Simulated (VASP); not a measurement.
Crystal: Os.

```
Os
1.0
     0.00000    1.92204    1.92204
     1.92204    0.00000    1.92204
     1.92204    1.92204    0.00000
Os
1
Direct
  0.00000 0.00000 0.00000
```

This isn't the form of Os at room conditions, which is hcp.

Base run:

| Item | Value |
| --- | --- |
| Program | VASP 6.6.1 |
| Functional | PBE |
| Potentials or basis | VASP PAW PBE potentials, release 64 (Os) |
| Cutoff | 600 eV |
| k mesh | 10 × 10 × 10 |
| Occupations | gaussian, width 0.1 eV |
| Spin | no spin polarisation |

Its results: band gap on the k mesh zero (bands 4 and 5 overlap by 3.89 eV); pressure 4.4 GPa.

After a change of settings the same cell gave: band gap on the k mesh zero (bands 4 and 5 overlap by 3.88 eV); pressure 5.6 GPa. Which change was it?
A. k mesh from 10 × 10 × 10 to 3 × 3 × 3
B. occupations from gaussian, width 0.1 eV to tetrahedron
C. occupations from gaussian, width 0.1 eV to methfessel-paxton, width 0.1 eV
D. functional from PBE to r2SCAN; cutoff from 600 eV to 660 eV; k mesh from 10 × 10 × 10 to 6 × 6 × 6

B.

Caveats: the cell stands under pressure; spin-orbit coupling is left out, which moves the levels of the heavy elements.
